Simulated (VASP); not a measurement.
Runs of VASP 6.6.1 on Si4S. The structure is that of space group P6/mmm (No. 191), or close to it. The cells are those of the table. 

```csv
task,cell,k mesh,cutoff (eV),gap on the mesh (eV),pressure (GPa),relaxed volume (Å³/atom)
relaxation of cell and atoms,"relaxed from a = 4.114, b = 4.114, c = 6.143 Å, angles 90.0, 90.0, 120.0°, 5 atoms",12 × 12 × 6,600,none,0.0,18.86
relaxation of cell and atoms,"relaxed from a = 4.006, b = 4.006, c = 5.880 Å, angles 90.0, 90.0, 120.0°, 5 atoms",6 × 6 × 4,600,none,0.1,17.78
single point,"a = 4.114, b = 4.114, c = 6.143 Å, angles 90.0, 90.0, 120.0°, 5 atoms",6 × 6 × 4,520,none,0.0,-
single point,"a = 4.033, b = 4.033, c = 6.698 Å, angles 90.0, 90.0, 120.0°, 5 atoms",12 × 12 × 6,520,none,(a),-
```

Alike in all rows: level PBE; potentials or basis VASP PAW PBE potentials, release 64 (Si, S); no spin polarisation; smearing gaussian 0.1 eV.

Task: Fill in the values left out.

Result: (a) -0.1.

A gap of «none» marks levels without a gap at the run's occupations.
